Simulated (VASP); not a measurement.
# TbBeC (P-6m2) in VASP: notebook

The runs below take TbBeC through single point, relaxation of cell and atoms, with PBE.

All numbers are computed with VASP 6.6.1; they aren't measurements. Logs are shortened: lines on timing, memory, paths and dates and some standing lists are left out, and cuts for length are marked.

## 1. The cell of the first run

The structure is hexagonal, space group P-6m2 (No. 187). Conventional cell: a = 3.363 Å, b = 3.363 Å, c = 3.817 Å, α = 90.00°, β = 90.00°, γ = 120.00°. Tb (site symmetry -6m2) has 6 Be at 2.72 Å and 6 C at 2.72 Å and 6 Tb at 3.36 Å within 3.6 Å. Be (site symmetry -6m2) has 3 C at 1.94 Å within 2.6 Å. Within 2.6 Å of C (site symmetry -6m2) lie 3 Be at 1.94 Å.

The cell was built from a structure type or drawn by symmetry, and may not be a known phase.

## 2. Single point, PBE

Contents of INCAR:

```
SYSTEM = TbBeC
PREC     = Accurate       ! precision mode
ENCUT    = 600            ! plane-wave cutoff, eV
EDIFF    = 1E-6           ! SCF threshold, eV
ISMEAR   = 0              ! smearing method
SIGMA    = 0.1            ! smearing width, eV
LREAL    = .False.        ! projectors in reciprocal space
LASPH    = .True.         ! aspherical terms in the spheres
NELM     = 200            ! most SCF steps
ALGO     = Normal         ! electronic algorithm
ISIF     = 2              ! what is computed and relaxed
LWAVE    = .False.        ! write WAVECAR
LCHARG   = .False.        ! write CHGCAR
GGA      = PE             ! functional
NBANDS   = 14             ! bands
GGA_COMPAT= .False.      
LMAXMIX  = 6              ! l up to which the mixer works
```

Contents of KPOINTS:

```
Automatic mesh
0
Gamma
  6 6 6
  0 0 0
```

Contents of POSCAR:

```
TbBeC
1.0
    3.3631319308     -0.0000000027      0.0000000000
   -1.6815659631      2.9125576897      0.0000000000
    0.0000000000      0.0000000000      3.8174298140
Tb Be C
1 1 1
Direct
    0.6666666667      0.3333333333      0.0000000000
    0.3333333333      0.6666666667      0.5000000000
    0.0000000000      0.0000000000      0.5000000000
```

Potentials or basis: VASP PAW PBE potentials, release 64 (Tb_3, Be, C), 4f in core.

On the command line:

```sh
$ cat potpaw_PBE.64/Tb_3/POTCAR potpaw_PBE.64/Be/POTCAR potpaw_PBE.64/C/POTCAR > POTCAR
$ mpirun -np 1 vasp_std > vasp.out
```

OUTCAR:

```text
SYSTEM = TbBeC
   PREC = Accurate
   ENCUT = 600
   EDIFF = 1E-6
   ISMEAR = 0
   LREAL = .False.
   LASPH = .True.
   NELM = 200
   ISIF = 2
   GGA = PE

 ion  position               nearest neighbor table
   1  0.667  0.333  0.000-   2 2.72   2 2.72   2 2.72   2 2.72   3 2.72   3 2.72   3 2.72   3 2.72
                             3 2.72   3 2.72   2 2.72   2 2.72
   2  0.333  0.667  0.500-   3 1.94   3 1.94   3 1.94   1 2.72   1 2.72   1 2.72   1 2.72   1 2.72
                             1 2.72
   3  0.000  0.000  0.500-   2 1.94   2 1.94   2 1.94   1 2.72   1 2.72   1 2.72   1 2.72   1 2.72
                             1 2.72

  LATTYP: Found a hexagonal cell.
 ALAT       =     3.3631319308
 C/A-ratio  =     1.1350817906

  Lattice vectors:

 A1 = (   3.3631319308,  -0.0000000027,   0.0000000000)
 A2 = (  -1.6815659631,   2.9125576897,   0.0000000000)
 A3 = (   0.0000000000,   0.0000000000,   3.8174298140)

Analysis of symmetry for initial positions (statically):
=====================================================================
 Subroutine PRICEL returns:
 Original cell was already a primitive cell.

 Routine SETGRP: Setting up the symmetry group for a
 hexagonal supercell.

 Subroutine GETGRP returns: Found 12 space group operations
 (whereof 12 operations were pure point group operations)
 out of a pool of 24 trial point group operations.

The static configuration has the point symmetry D_3h.

Analysis of symmetry for dynamics (positions and initial velocities):
=====================================================================
 Subroutine PRICEL returns:
 Original cell was already a primitive cell.

 Routine SETGRP: Setting up the symmetry group for a
 hexagonal supercell.

 Subroutine GETGRP returns: Found 12 space group operations
 (whereof 12 operations were pure point group operations)
 out of a pool of 24 trial point group operations.

The dynamic configuration has the point symmetry D_3h.

 Subroutine INISYM returns: Found 12 space group operations
 (whereof 12 operations are pure point group operations),
 and found     1 'primitive' translations

----------------------------------------------------------------------------------------

                                     Primitive cell

  volume of cell :      37.3929

  direct lattice vectors                    reciprocal lattice vectors
     3.363131931 -0.000000003  0.000000000     0.297341889  0.171670419  0.000000000
    -1.681565963  2.912557690  0.000000000     0.000000000  0.343340839  0.000000000
     0.000000000  0.000000000  3.817429814     0.000000000  0.000000000  0.261956355

  length of vectors
     3.363131931  3.363131931  3.817429814     0.343340839  0.343340839  0.261956355

  position of ions in fractional coordinates (direct lattice)
     0.666666667  0.333333333  0.000000000
     0.333333333  0.666666667  0.500000000
     0.000000000  0.000000000  0.500000000

  ion indices of the primitive-cell ions
   primitive index   ion index
                 1           1
                 2           2
                 3           3

----------------------------------------------------------------------------------------

 KPOINTS: Automatic mesh

Automatic generation of k-mesh.
 Grid dimensions read from file:
 generate k-points for:    6    6    6

 Generating k-lattice:

  Cartesian coordinates                     Fractional coordinates (reciprocal lattice)
     0.049556981  0.028611737  0.000000000     0.166666667 -0.000000000  0.000000000
     0.000000000  0.057223473  0.000000000     0.000000000  0.166666667  0.000000000
     0.000000000  0.000000000  0.043659393     0.000000000  0.000000000  0.166666667

  Length of vectors
     0.057223473  0.057223473  0.043659393

  Shift w.r.t. Gamma in fractional coordinates (k-lattice)
     0.000000000  0.000000000  0.000000000

 Subroutine IBZKPT returns following result:
 ===========================================

 Found     28 irreducible k-points:

 Following reciprocal coordinates:
            Coordinates               Weight
  0.000000  0.000000  0.000000      1.000000
  0.166667  0.000000  0.000000      6.000000
  0.333333  0.000000  0.000000      6.000000
  0.500000  0.000000  0.000000      3.000000
  0.166667  0.166667  0.000000      6.000000
  0.333333  0.166667  0.000000     12.000000
[... 16 lines left out ...]
  0.166667  0.000000  0.500000      6.000000
  0.333333  0.000000  0.500000      6.000000
 [... further k-points ...]
   k-points           NKPTS =     28   k-points in BZ     NKDIM =     28   number of bands    NBANDS=     14
   number of dos      NEDOS =    301   number of ions     NIONS =      3
   total plane-waves  NPLWV =  23520
   dimension x,y,z NGX =    28 NGY =   28 NGZ =   30
   dimension x,y,z NGXF=    56 NGYF=   56 NGZF=   60
   ions per type =               1   1   1
   NGX,Y,Z   is equivalent  to a cutoff of  13.84, 13.84, 13.06 a.u.
   NGXF,Y,Z  is equivalent  to a cutoff of  27.68, 27.68, 26.13 a.u.
 SYSTEM =  TbBeC
   PREC   = accura    normal or accurate (medium, high low for compatibility)
   ISTART =      0    job   : 0-new  1-cont  2-samecut
   ICHARG =      2    charge: 1-file 2-atom 10-const
   ISPIN  =      1    spin polarized calculation?
   LNONCOLLINEAR =      F non collinear calculations
   LSORBIT =      F    spin-orbit coupling
   LASPH  =      T    aspherical Exc in radial PAW
   ENCUT  =  600.0 eV  44.10 Ry    6.64 a.u.   6.72  6.72  7.62*2*pi/ulx,y,z
   NELM   =    200;   NELMIN=  2; NELMDL= -5     # of ELM steps
   EDIFF  = 0.1E-05   stopping-criterion for ELM
   LREAL  =      F    real-space projection
   EDIFFG = 0.1E-04   stopping-criterion for IOM
   NSW    =      0    number of steps for IOM
   IBRION =     -1    ionic relax: 0-MD 1-quasi-New 2-CG
   NFREE  =      0    steps in history (QN), initial steepest desc. (CG)
   ISIF   =      2    stress and relaxation
   ISYM   =      2    0-nonsym 1-usesym 2-fastsym
   POTIM  = 0.5000    time-step for ionic-motion
   TEBEG  =    0.0;   TEEND  =   0.0 temperature during run
   PSTRESS=    0.0 pullay stress
   NELECT =      15.0000    total number of electrons
   NUPDOWN=      -1.0000    fix difference up-down
   EMIN   =  10.00;   EMAX   =-10.00  energy-range for DOS
   EFERMI =   0.00;   METHOD = LEGACY
   ISMEAR =     0;   SIGMA  =   0.10  broadening in eV -4-tet -1-fermi 0-gaus
   EFERMI_NEDOS =   21; number of points for ismear=-14 and -15
   IALGO  =     38    algorithm
   IMIX   =      4    mixing-type and parameters
     AMIX     =   0.40;   BMIX     =  1.00
     AMIX_MAG =   1.60;   BMIX_MAG =  1.00
  volume/ion in A,a.u.               =      12.46        84.11
  Fermi-wavevector in a.u.,A,eV,Ry     =   1.207375  2.281607 19.833944  1.457754
  Thomas-Fermi vector in A             =   2.343014
   LORBIT       =      0    0 simple, 1 ext, 2 COOP (PROOUT), +10 PAW based schemes
   GGA     = PE    functional components
   LHFCALC =     F    Hartree Fock is set to
   AEXX    =    0.0000 exact exchange contribution
   IVDW    =     0    specifies the selected vdW correction
   LEPSILON=     F    determine dielectric tensor
   LRPA    =     F    only Hartree local field effects (RPA)
 non-spin polarized calculation
 Gauss-broadening in eV      SIGMA  =   0.10
  energy-cutoff  :      600.00
  volume of cell :       37.39
 maximum number of plane-waves:      1270
 NGX is ok and might be reduce to    28
   NGX = 13   NGY = 13   NGZ = 15

 number of electron      15.0000000 magnetization

 Free energy of the ion-electron system (eV)
  ---------------------------------------------------
  ext. energy  EPLUGINS =         0.00000000
  ---------------------------------------------------
  free energy    TOTEN  =       -18.24841713 eV

  energy without entropy =      -18.24215641  energy(sigma->0) =      -18.24528677

 E-fermi :   5.1515     XC(G=0): -11.4351

 val. band max:        5.1359756428   @ k =   0.3333   0.3333   0.5000
 cond. band min:       5.1593529279   @ k =   0.3333   0.3333   0.3333
 fundamental gap:      0.0233772850
 Fermi energy:         5.1514735035

 k-point     1 :       0.0000    0.0000    0.0000
  band No.  band energies     occupation
      1     -16.2836      2.00000
      2     -15.7899      2.00000
      3     -15.7899      2.00000
      4      -6.1389      2.00000
      5       4.0173      2.00000
      6       4.0173      2.00000
      7       4.0768      2.00000
      8       4.1676      2.00000
      9       8.7090      0.00000
     10       9.7169      0.00000
     11       9.7169      0.00000
     12      11.0433      0.00000
     13      11.0433      0.00000
     14      13.0316      0.00000

 k-point     2 :       0.1667    0.0000    0.0000
  band No.  band energies     occupation
      1     -16.2339      2.00000
      2     -16.0847      2.00000
      3     -15.8523      2.00000
      4      -5.7223      2.00000
      5       2.7168      2.00000
      6       3.7038      2.00000
      7       3.9733      2.00000
      8       4.8271      2.00000
      9       8.5229      0.00000
     10       9.9121      0.00000
     11       9.9483      0.00000
     12      10.6239      0.00000
     13      10.6612      0.00000
     14      13.2081      0.00000
[... 343 lines left out ...]
      1     -16.5921      2.00000
      2     -16.0447      2.00000
      3     -15.8252      2.00000
      4      -4.5385      2.00000
      5       0.7953      2.00000
      6       3.3954      2.00000
      7       3.9025      2.00000
      8       6.1503      0.00000
      9       8.7415      0.00000
     10       8.8192      0.00000
     11       8.9922      0.00000
     12       9.7615      0.00000
     13      12.5042      0.00000
     14      12.7199      0.00000

 k-point    24 :       0.3333    0.0000    0.5000
  band No.  band energies     occupation
      1     -16.5595      2.00000
      2     -16.4433      2.00000
      3     -15.9411      2.00000
      4      -4.5301      2.00000
      5       1.6199      2.00000
      6       2.2168      2.00000
      7       2.8581      2.00000
      8       4.9423      1.99690
      9       9.0993      0.00000
     10      10.2954      0.00000
     11      10.9644      0.00000
     12      11.9289      0.00000
     13      13.8156      0.00000
     14      13.9305      0.00000

 [... further k-points ...]

------------------------ aborting loop because EDIFF is reached ----------------------------------------

  FORCE on cell =-STRESS in cart. coord.  units (eV):
  Direction    XX          YY          ZZ          XY          YZ          ZX
  --------------------------------------------------------------------------------------
  -------------------------------------------------------------------------------------
  Total        0.1062166      0.1062166      0.1309309     -0.0000000      0.0000000     -0.0000000
  in kB        4.5510682      4.5510682      5.6100055     -0.0000000      0.0000000     -0.0000000
  external PRESSURE =       4.9040473 kB  Pullay stress =       0.0000000 kB

 VOLUME and BASIS-vectors are now :
 -----------------------------------------------------------------------------
  energy-cutoff  :      600.00
  volume of cell :       37.39
      direct lattice vectors                 reciprocal lattice vectors
     3.363131931 -0.000000003  0.000000000     0.297341889  0.171670419  0.000000000
    -1.681565963  2.912557690  0.000000000     0.000000000  0.343340839  0.000000000
     0.000000000  0.000000000  3.817429814     0.000000000  0.000000000  0.261956355

 POSITION                                       TOTAL-FORCE (eV/Angst)
 -----------------------------------------------------------------------------------
      1.68157      0.97085      0.00000        -0.000000      0.000000      0.000000
      0.00000      1.94171      1.90871         0.000000     -0.000000      0.000000
      0.00000      0.00000      1.90871         0.000000      0.000000      0.000000
 -----------------------------------------------------------------------------------
    total drift:                               -0.000000      0.000000      0.000000

  FREE ENERGIE OF THE ION-ELECTRON SYSTEM (eV)
  ---------------------------------------------------
  free  energy   TOTEN  =       -18.2484171296 eV

  energy  without entropy=      -18.2421564131  energy(sigma->0) =      -18.24528677
```

It took 8.2 s on 1 thread of Intel Xeon 6975P-C (Granite Rapids), shared host; peak memory 0.17 GiB.

What came out:

- Free energy: -18.2484 eV
- Pressure: 0.5 GPa
- Band gap on the k mesh: zero (an odd number of electrons rules out a gap without spin polarisation)

Stress tensor (GPa, compression positive):
```
0.46 0.00 0.00
0.00 0.46 0.00
0.00 0.00 0.56
```

Levels at points of the mesh, in eV from the Fermi level:
```csv
k point,band 5,band 6,band 7,band 8,band 9,band 10
"(0.00, 0.00, 0.00)",-1.13,-1.13,-1.07,-0.98,3.56,4.57
"(0.50, 0.00, 0.00)",-5.20,-2.31,-1.53,-0.57,3.22,4.61
"(0.00, 0.00, 0.50)",-5.11,-0.37,-0.37,2.78,2.78,2.95
"(0.50, 0.00, 0.50)",-4.23,-2.68,-2.54,-0.08,4.06,5.77
```

Caveat: spin-orbit coupling is left out, which moves the levels of the heavy elements; the 4f electrons are frozen in the core, so they carry no moment and show no levels.

(Part 1 of 2 ends here.)
